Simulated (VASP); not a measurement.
A run of VASP 6.6.1:

Contents of INCAR:

```
SYSTEM = SiC
ALGO = Normal ; EDIFF = 1E-7
ENCUT = 520 ; GGA = PE
ISIF = 2 ; ISMEAR = 0
LASPH = .True. ; LCHARG = .False.
LREAL = .False. ; LWAVE = .False.
NBANDS = 16 ; NELM = 80
PREC = Accurate ; SIGMA = 0.02
```

The input KPOINTS:

```
k-points
0
Gamma
  12 12 6
  0 0 0
```

File POSCAR:

```
SiC
1.0
    3.0919365152      0.0000000000      0.0000000000
   -1.5459682576      2.6776955690      0.0000000000
    0.0000000000      0.0000000000      5.0742922926
Si C
2 2
Direct
    0.3333333333      0.6666666667      0.4995817073
    0.6666666667      0.3333333333      0.9995817073
    0.3333333333      0.6666666667      0.8754182927
    0.6666666667      0.3333333333      0.3754182927
```

Potentials or basis: VASP PAW PBE potentials, release 64 (Si, C).

Run with:

```console
$ cat potpaw_PBE.64/Si/POTCAR potpaw_PBE.64/C/POTCAR > POTCAR
$ mpirun -np 1 vasp_std > vasp.out
```

Hardware: 1 thread of Intel(R) Xeon(R) Platinum 8259CL CPU @ 2.50GHz (Skylake/Cascade Lake), on a shared host.

Problem. How long does it take, and how much memory?

Solution. Wall time 38 s on 1 thread of Intel(R) Xeon(R) Platinum 8259CL CPU @ 2.50GHz (Skylake/Cascade Lake) (shared host), peak memory 0.17 GiB. Counts: scf iterations 14, k points 76.
